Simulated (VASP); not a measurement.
# ZnO (P6_3/mmc) in VASP: further runs

The runs below take ZnO through single point, with PBE.

Everything below comes from runs of VASP 6.6.1. Logs are shortened: lines on timing, memory, paths and dates and some standing lists are left out, and cuts for length are marked.

## Step 1: The cell of the first run

Symmetry: P6_3/mmc, No. 194, hexagonal system. Conventional cell: a = 3.288 Å, b = 3.288 Å, c = 7.130 Å, α = 90.00°, β = 90.00°, γ = 120.00°. Within 2.5 Å of Zn (site symmetry -6m2) lie 3 O at 1.90 Å. Within 2.5 Å of O (site symmetry -6m2) lie 3 Zn at 1.90 Å.

## Step 2: Single point, PBE

The input, INCAR:

```
PREC = Accurate
ENCUT = 520
EDIFF = 1E-6
ISMEAR = 0
SIGMA = 0.1
LREAL = False
LASPH = True
NELM = 100
ALGO = Normal
ISIF = 2
LWAVE = False
LCHARG = True
GGA = PE
LELF = True
LVHAR = True
NBANDS = 26
```

The input, KPOINTS:

```
regular mesh
0
Gamma
  6 6 4
```

The input, POSCAR:

```
ZnO
1.0
    3.2879672100      0.0000000000      0.0000000000
   -1.6439836000      2.8474631300      0.0000000000
    0.0000000000      0.0000000000      7.1304411900
Zn O
2 2
Direct
    0.0000000000      0.0000000000      0.7500000000
    0.0000000000      0.0000000000      0.2500000000
    0.3333333300      0.6666666700      0.2500000000
    0.6666666700      0.3333333300      0.7500000000
```

Potentials or basis: VASP PAW PBE potentials, release 64 (Zn, O).

Launch:

```console
$ cat potpaw_PBE.64/Zn/POTCAR potpaw_PBE.64/O/POTCAR > POTCAR
$ mpirun -np 1 vasp_std > vasp.out
```

OUTCAR:

```text
PREC = Accurate
   ENCUT = 520
   EDIFF = 1E-6
   ISMEAR = 0
   LREAL = False
   LASPH = True
   NELM = 100
   ISIF = 2
   GGA = PE

 ion  position               nearest neighbor table
   1  0.000  0.000  0.750-   4 1.90   4 1.90   4 1.90
   2  0.000  0.000  0.250-   3 1.90   3 1.90   3 1.90
   3  0.333  0.667  0.250-   2 1.90   2 1.90   2 1.90
   4  0.667  0.333  0.750-   1 1.90   1 1.90   1 1.90

  LATTYP: Found a hexagonal cell.
 ALAT       =     3.2879672100
 C/A-ratio  =     2.1686472932

  Lattice vectors:

 A1 = (   3.2879672100,   0.0000000000,   0.0000000000)
 A2 = (  -1.6439836000,   2.8474631300,   0.0000000000)
 A3 = (   0.0000000000,   0.0000000000,   7.1304411900)

Analysis of symmetry for initial positions (statically):
=====================================================================
 Subroutine PRICEL returns:
 Original cell was already a primitive cell.

 Routine SETGRP: Setting up the symmetry group for a
 hexagonal supercell.

 Subroutine GETGRP returns: Found 24 space group operations
 (whereof 12 operations were pure point group operations)
 out of a pool of 24 trial point group operations.

The static configuration has the point symmetry D_3d.
 The point group associated with its full space group is D_6h.

Analysis of symmetry for dynamics (positions and initial velocities):
=====================================================================
 Subroutine PRICEL returns:
 Original cell was already a primitive cell.

 Routine SETGRP: Setting up the symmetry group for a
 hexagonal supercell.

 Subroutine GETGRP returns: Found 24 space group operations
 (whereof 12 operations were pure point group operations)
 out of a pool of 24 trial point group operations.

The dynamic configuration has the point symmetry D_3d.
 The point group associated with its full space group is D_6h.

 Subroutine INISYM returns: Found 24 space group operations
 (whereof 12 operations are pure point group operations),
 and found     1 'primitive' translations

----------------------------------------------------------------------------------------

                                     Primitive cell

  volume of cell :      66.7578

  direct lattice vectors                    reciprocal lattice vectors
     3.287967210  0.000000000  0.000000000     0.304139286  0.175594898  0.000000000
    -1.643983600  2.847463130  0.000000000     0.000000000  0.351189797  0.000000000
     0.000000000  0.000000000  7.130441190     0.000000000  0.000000000  0.140243776

  length of vectors
     3.287967210  3.287967207  7.130441190     0.351189797  0.351189797  0.140243776

  position of ions in fractional coordinates (direct lattice)
     0.000000000  0.000000000  0.750000000
     0.000000000  0.000000000  0.250000000
     0.333333330  0.666666670  0.250000000
     0.666666670  0.333333330  0.750000000

  ion indices of the primitive-cell ions
   primitive index   ion index
                 1           1
                 2           2
                 3           3
                 4           4

----------------------------------------------------------------------------------------

 KPOINTS: regular mesh

Automatic generation of k-mesh.
 Grid dimensions read from file:
 generate k-points for:    6    6    4

 Generating k-lattice:

  Cartesian coordinates                     Fractional coordinates (reciprocal lattice)
     0.050689881  0.029265816  0.000000000     0.166666667  0.000000000  0.000000000
     0.000000000  0.058531633  0.000000000     0.000000000  0.166666667  0.000000000
     0.000000000  0.000000000  0.035060944     0.000000000  0.000000000  0.250000000

  Length of vectors
     0.058531633  0.058531633  0.035060944

  Shift w.r.t. Gamma in fractional coordinates (k-lattice)
     0.000000000  0.000000000  0.000000000

 Subroutine IBZKPT returns following result:
 ===========================================

 Found     21 irreducible k-points:

 Following reciprocal coordinates:
            Coordinates               Weight
  0.000000  0.000000  0.000000      1.000000
  0.166667  0.000000  0.000000      6.000000
  0.333333  0.000000  0.000000      6.000000
  0.500000 -0.000000  0.000000      3.000000
  0.166667  0.166667  0.000000      6.000000
  0.333333  0.166667  0.000000     12.000000
[... 13 lines left out ...]
  0.333333  0.166667  0.500000     12.000000
  0.333333  0.333333  0.500000      2.000000
   k-points           NKPTS =     21   k-points in BZ     NKDIM =     21   number of bands    NBANDS=     26
   number of dos      NEDOS =    301   number of ions     NIONS =      4
   total plane-waves  NPLWV =  31104
   dimension x,y,z NGX =    24 NGY =   24 NGZ =   54
   dimension x,y,z NGXF=    48 NGYF=   48 NGZF=  108
   ions per type =               2   2
   NGX,Y,Z   is equivalent  to a cutoff of  12.13, 12.13, 12.59 a.u.
   NGXF,Y,Z  is equivalent  to a cutoff of  24.27, 24.27, 25.18 a.u.
 SYSTEM =  unknown system
   PREC   = accura    normal or accurate (medium, high low for compatibility)
   ISTART =      0    job   : 0-new  1-cont  2-samecut
   ICHARG =      2    charge: 1-file 2-atom 10-const
   ISPIN  =      1    spin polarized calculation?
   LNONCOLLINEAR =      F non collinear calculations
   LSORBIT =      F    spin-orbit coupling
   LASPH  =      T    aspherical Exc in radial PAW
   ENCUT  =  520.0 eV  38.22 Ry    6.18 a.u.   6.11  6.11 13.26*2*pi/ulx,y,z
   NELM   =    100;   NELMIN=  2; NELMDL= -5     # of ELM steps
   EDIFF  = 0.1E-05   stopping-criterion for ELM
   LREAL  =      F    real-space projection
   EDIFFG = 0.1E-04   stopping-criterion for IOM
   NSW    =      0    number of steps for IOM
   IBRION =     -1    ionic relax: 0-MD 1-quasi-New 2-CG
   NFREE  =      0    steps in history (QN), initial steepest desc. (CG)
   ISIF   =      2    stress and relaxation
   ISYM   =      2    0-nonsym 1-usesym 2-fastsym
   POTIM  = 0.5000    time-step for ionic-motion
   TEBEG  =    0.0;   TEEND  =   0.0 temperature during run
   PSTRESS=    0.0 pullay stress
   NELECT =      36.0000    total number of electrons
   NUPDOWN=      -1.0000    fix difference up-down
   EMIN   =  10.00;   EMAX   =-10.00  energy-range for DOS
   EFERMI =   0.00;   METHOD = LEGACY
   ISMEAR =     0;   SIGMA  =   0.10  broadening in eV -4-tet -1-fermi 0-gaus
   EFERMI_NEDOS =   21; number of points for ismear=-14 and -15
   IALGO  =     38    algorithm
   IMIX   =      4    mixing-type and parameters
     AMIX     =   0.40;   BMIX     =  1.00
     AMIX_MAG =   1.60;   BMIX_MAG =  1.00
  volume/ion in A,a.u.               =      16.69       112.63
  Fermi-wavevector in a.u.,A,eV,Ry     =   1.332524  2.518105 24.158775  1.775620
  Thomas-Fermi vector in A             =   2.461452
   LORBIT       =      0    0 simple, 1 ext, 2 COOP (PROOUT), +10 PAW based schemes
   GGA     = PE    functional components
   LHFCALC =     F    Hartree Fock is set to
   AEXX    =    0.0000 exact exchange contribution
   IVDW    =     0    specifies the selected vdW correction
   LEPSILON=     F    determine dielectric tensor
   LRPA    =     F    only Hartree local field effects (RPA)
 non-spin polarized calculation
 Gauss-broadening in eV      SIGMA  =   0.10
  energy-cutoff  :      520.00
  volume of cell :       66.76
 maximum number of plane-waves:      1824
   NGX = 13   NGY = 13   NGZ = 27

 number of electron      36.0000026 magnetization

 Free energy of the ion-electron system (eV)
  ---------------------------------------------------
  ext. energy  EPLUGINS =         0.00000000
  ---------------------------------------------------
  free energy    TOTEN  =       -16.96280047 eV

  energy without entropy =      -16.96280047  energy(sigma->0) =      -16.96280047

 E-fermi :  -0.3318     XC(G=0):  -8.9263

 val. band max:       -0.7572615330   @ k =   0.0000   0.0000   0.0000
 cond. band min:       0.0642957652   @ k =   0.0000   0.0000   0.0000
 fundamental gap:      0.8215572982
 Fermi energy:        -0.3317716339

 k-point     1 :       0.0000    0.0000    0.0000
  band No.  band energies     occupation
      1     -18.2202      2.00000
      2     -18.1397      2.00000
      3      -6.8653      2.00000
      4      -6.8653      2.00000
      5      -6.8508      2.00000
      6      -6.8507      2.00000
[... 18 lines left out ...]
     25      12.0610      0.00000
     26      12.8519      0.00000

 k-point     2 :       0.1667    0.0000    0.0000
  band No.  band energies     occupation
      1     -18.0996      2.00000
      2     -18.0295      2.00000
      3      -6.9006      2.00000
      4      -6.8918      2.00000
      5      -6.6865      2.00000
      6      -6.6718      2.00000
[... 18 lines left out ...]
     25      11.2790      0.00000
     26      12.5310      0.00000

 k-point     3 :       0.3333    0.0000    0.0000
  band No.  band energies     occupation
      1     -17.8471      2.00000
      2     -17.8040      2.00000
      3      -6.8215      2.00000
      4      -6.8206      2.00000
      5      -6.2491      2.00000
      6      -6.2364      2.00000
[... 18 lines left out ...]
     25      11.3333      0.00000
     26      12.4202      0.00000

 k-point     4 :       0.5000   -0.0000    0.0000
  band No.  band energies     occupation
      1     -17.7110      2.00000
      2     -17.6926      2.00000
      3      -6.6451      2.00000
      4      -6.6342      2.00000
      5      -6.1104      2.00000
      6      -5.9608      2.00000
[... 18 lines left out ...]
     25      10.8990      0.00000
     26      13.4654      0.00000
[... 409 lines left out ...]
      1     -17.8869      2.00000
      2     -17.8869      2.00000
      3      -6.8628      2.00000
      4      -6.8628      2.00000
      5      -6.3534      2.00000
      6      -6.3534      2.00000
[... 18 lines left out ...]
     25      12.0341      0.00000
     26      12.0341      0.00000

 k-point    20 :       0.3333    0.1667    0.5000
  band No.  band energies     occupation
      1     -17.7044      2.00000
      2     -17.7044      2.00000
      3      -6.6242      2.00000
      4      -6.6242      2.00000
      5      -6.0032      2.00000
      6      -6.0032      2.00000
[... 18 lines left out ...]
     25      10.3701      0.00000
     26      10.3701      0.00000

 k-point    21 :       0.3333    0.3333    0.5000
  band No.  band energies     occupation
      1     -17.6446      2.00000
      2     -17.6446      2.00000
      3      -6.4332      2.00000
      4      -6.4332      2.00000
      5      -6.0059      2.00000
      6      -6.0059      2.00000
[... 18 lines left out ...]
     25       8.7029      0.00000
     26       8.7029      0.00000

------------------------ aborting loop because EDIFF is reached ----------------------------------------

  FORCE on cell =-STRESS in cart. coord.  units (eV):
  Direction    XX          YY          ZZ          XY          YZ          ZX
  --------------------------------------------------------------------------------------
  -------------------------------------------------------------------------------------
  Total        0.0120661      0.0120661      0.0985418      0.0000000     -0.0000000      0.0000000
  in kB        0.2895850      0.2895850      2.3649884      0.0000000     -0.0000000      0.0000000
  external PRESSURE =       0.9813861 kB  Pullay stress =       0.0000000 kB

 VOLUME and BASIS-vectors are now :
 -----------------------------------------------------------------------------
  energy-cutoff  :      520.00
  volume of cell :       66.76
      direct lattice vectors                 reciprocal lattice vectors
     3.287967210  0.000000000  0.000000000     0.304139286  0.175594898  0.000000000
    -1.643983600  2.847463130  0.000000000     0.000000000  0.351189797  0.000000000
     0.000000000  0.000000000  7.130441190     0.000000000  0.000000000  0.140243776

 POSITION                                       TOTAL-FORCE (eV/Angst)
 -----------------------------------------------------------------------------------
      0.00000      0.00000      5.34783         0.000000     -0.000000     -0.000000
      0.00000      0.00000      1.78261        -0.000000      0.000000     -0.000000
     -0.00000      1.89831      1.78261        -0.000000      0.000000      0.000000
      1.64398      0.94915      5.34783         0.000000     -0.000000      0.000000
 -----------------------------------------------------------------------------------
    total drift:                                0.000000     -0.000000      0.000000

  FREE ENERGIE OF THE ION-ELECTRON SYSTEM (eV)
  ---------------------------------------------------
  free  energy   TOTEN  =       -16.9628004720 eV

  energy  without entropy=      -16.9628004719  energy(sigma->0) =      -16.96280047
```

Wall time 14 s (1 thread of Intel Xeon 6975P-C (Granite Rapids), shared host); peak memory 0.18 GiB.

What came out:

```yaml
Free_energy: -16.9628 eV
Pressure: 0.1 GPa
Band_gap_on_the_k_mesh: 0.82 eV, direct
```

Stress tensor (GPa, compression positive):
```
0.03 0.00 0.00
0.00 0.03 0.00
0.00 0.00 0.24
```

Levels at points of the mesh, in eV from the valence-band top:
```csv
k point,band 15,band 16,band 17,band 18,band 19,band 20,band 21,band 22
"(0.00, 0.00, 0.00)",-0.01,-0.01,0.00,0.00,0.82,3.35,5.17,10.93
"(0.50, 0.00, 0.00)",-1.87,-1.79,-0.91,-0.90,4.89,5.50,6.22,8.75
"(0.00, 0.00, 0.50)",0.00,0.00,0.00,0.00,1.93,1.93,7.26,7.26
"(0.50, 0.00, 0.50)",-1.83,-1.83,-0.88,-0.88,5.02,5.02,7.66,7.66
```

A k mesh can miss the band edges. As with any semilocal functional, this PBE gap is likely too small.

## Step 3: Single point, PBE

This run uses another cell than the first one, of 17.80 Å³/atom, 1.067 times its volume.

The input, INCAR:

```
SYSTEM = ZnO
PREC = Accurate
ENCUT = 520
EDIFF = 1E-6
ISMEAR = 0
SIGMA = 0.02
LREAL = .FALSE.
LASPH = .TRUE.
NELM = 80
ALGO = Normal
ISIF = 2
LWAVE = .FALSE.
LCHARG = .FALSE.
GGA = PE
NBANDS = 26
```

The input, KPOINTS:

```
Automatic mesh
0
G
  12 12 4
  0 0 0
```

The input, POSCAR:

```
ZnO
1.0
    3.2777674920     -0.0000000029      0.0000000000
   -1.6388837435      2.8386299173      0.0000000000
    0.0000000000      0.0000000000      7.6528274211
Zn O
2 2
Direct
    0.0000000000      0.0000000000      0.7500000000
    0.0000000000      0.0000000000      0.2500000000
    0.3333333333      0.6666666667      0.2500000000
    0.6666666667      0.3333333333      0.7500000000
```

Potentials or basis: VASP PAW PBE potentials, release 64 (Zn, O).

Launch:

```console
$ cat potpaw_PBE.64/Zn/POTCAR potpaw_PBE.64/O/POTCAR > POTCAR
$ mpirun -np 1 vasp_std > vasp.out
```

Run time: 44 s. Hardware: 1 thread of Intel Xeon 6975P-C (Granite Rapids), shared host; peak memory 0.23 GiB.

The run converged. Its results:

```
Free energy            : -16.9704 eV
Pressure               : 0.8 GPa
Band gap on the k mesh : 0.92 eV, direct
```

Stress tensor (GPa, compression positive):
```
 1.16  0.00  0.00
 0.00  1.16  0.00
 0.00  0.00 -0.02
```

Levels at points of the mesh, in eV from the valence-band top:
```
           k point  band 14  band 15  band 16  band 17  band 18  band 19  band 20  band 21  band 22  band 23
(0.00, 0.00, 0.00)    -1.99     0.00     0.00     0.00     0.00     0.92     3.04     4.94     9.94    10.02
(0.50, 0.00, 0.00)    -3.62    -1.88    -1.84    -0.93    -0.92     5.07     5.61     6.20     8.38     8.49
(0.00, 0.00, 0.50)    -2.58     0.00     0.00     0.00     0.00     1.84     1.84     6.73     6.73    13.24
(0.50, 0.00, 0.50)    -3.77    -1.86    -1.86    -0.91    -0.91     5.18     5.18     7.46     7.46     8.45
```

## Step 4: Single point, PBE

This run uses another cell than the first one, of 17.80 Å³/atom, 1.067 times its volume.

The input, INCAR:

```
PREC     = Accurate       # precision mode
ENCUT    = 520            # plane-wave cutoff, eV
EDIFF    = 1E-7           # SCF threshold, eV
ISMEAR   = 0              # smearing method
SIGMA    = 0.02           # smearing width, eV
LREAL    = F              # projectors in reciprocal space
LASPH    = T              # aspherical terms in the spheres
NELM     = 100            # most SCF steps
ALGO     = Normal         # electronic algorithm
ISIF     = 2              # what is computed and relaxed
LWAVE    = F              # write WAVECAR
LCHARG   = F              # write CHGCAR
GGA      = PE             # functional
NBANDS   = 26             # bands
```

The input, KPOINTS:

```
regular mesh
0
Gamma
  12 12 4
```

POSCAR is that of step 3.

Launch:

```console
$ cat potpaw_PBE.64/Zn/POTCAR potpaw_PBE.64/O/POTCAR > POTCAR
$ mpirun -np 1 vasp_std > vasp.out
```

Run time: 39 s. Hardware: 1 thread of Intel Xeon 6975P-C (Granite Rapids), shared host; peak memory 0.23 GiB.

The run converged. Its results:

| Quantity | Value |
| --- | --- |
| Free energy | -16.9704 eV |
| Pressure | 0.7 GPa |
| Band gap on the k mesh | 0.92 eV, direct |

Stress tensor (GPa, compression positive):
```
 1.12  0.00  0.00
 0.00  1.12  0.00
 0.00  0.00 -0.06
```

Levels at points of the mesh, in eV from the valence-band top:
```tsv
k point	band 16	band 17	band 18	band 19	band 20	band 21
(0.00, 0.00, 0.00)	0.00	0.00	0.00	0.92	3.04	4.94
(0.50, 0.00, 0.00)	-1.84	-0.93	-0.92	5.07	5.61	6.20
(0.00, 0.00, 0.50)	0.00	0.00	0.00	1.84	1.84	6.73
(0.50, 0.00, 0.50)	-1.86	-0.91	-0.91	5.18	5.18	7.46
```

A k mesh can miss the band edges.
